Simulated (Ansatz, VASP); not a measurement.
**P: VASP beside Ansatz**

```xyz
4
Lattice="1.6694 -5.5370 0.0000 1.6694 5.5370 0.0000 0.0000 0.0000 4.6034" Properties=species:S:1:pos:R:3 pbc="T T T"
P     1.6694   -4.4754    2.7106
P     1.6694    4.4754    1.8929
P     1.6694   -1.0615    0.4089
P     1.6694    1.0615    4.1946
```

Alike in both runs: task single point; functional LDA; k mesh 8 × 8 × 6; occupations fermi-dirac, width 0.05 eV; no spin polarisation.

```csv
,VASP,Ansatz
version,VASP 6.6.1,Ansatz 0.2.0
potentials or method,"VASP PAW LDA potentials, release 64 (P)",Ansatz PAW
plane-wave cutoff (eV),520,420
valence electrons in the cell,20,20
```

|  | VASP | Ansatz | Ansatz less VASP |
| --- | --- | --- | --- |
| gap on the k mesh at the Fermi level (eV) | 0.05 | 0.04 | -0.011 |
| least direct gap on the mesh (eV) | 0.05 | 0.04 | -0.011 |
| pressure (GPa) | -4.9 | -4.6 | +0.24 |
| traceless stress, the component that is largest in VASP (GPa) | -1.25 | -1.27 | -0.020 |
| rms of the force components (eV/Å) | 0.121 | 0.104 | -0.0176 |

LDA's correlation is that of Perdew and Zunger in VASP and of Perdew and Wang (1992) in Ansatz. Atom by atom the forces differ by 0.023 eV/Å (rms over components).
